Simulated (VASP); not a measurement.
HfC (zincblende type), 2 atoms in the cell. Symmetry: F-43m, No. 216, cubic system. The conventional cell has a = 4.869 Å, b = 4.869 Å, c = 4.869 Å, α = 90.00°, β = 90.00°, γ = 90.00°. Within 2.8 Å of Hf (site symmetry -43m) lie 4 C at 2.11 Å. Within 2.8 Å of C (site symmetry -43m) lie 4 Hf at 2.11 Å. 

- Program: VASP 6.6.1
- Task: single point
- Functional: PBE
- Potentials or basis: VASP PAW PBE potentials, release 64 (Hf_pv, C)
- Cutoff: 520 eV
- k mesh: 14 × 14 × 14
- Occupations: fermi-dirac, width 0.05 eV
- Spin: no spin polarisation
- Dipole correction: no
- Further INCAR settings: ALGO = Normal; EDIFF = 1e-06; NBANDS = 14

Potentials or basis: VASP PAW PBE potentials, release 64 (Hf_pv, C).

Launch:

```sh
$ cat potpaw_PBE.64/Hf_pv/POTCAR potpaw_PBE.64/C/POTCAR > POTCAR
$ mpirun -np 1 vasp_std > vasp.out
```

Hardware: 1 thread of Intel Xeon 8259CL, with other jobs on the host.

Estimate the wall time of this run.

It took 52 s on 1 thread of Intel Xeon 8259CL (shared host), peak memory 0.18 GiB. Counts: scf iterations 12, k points 104.
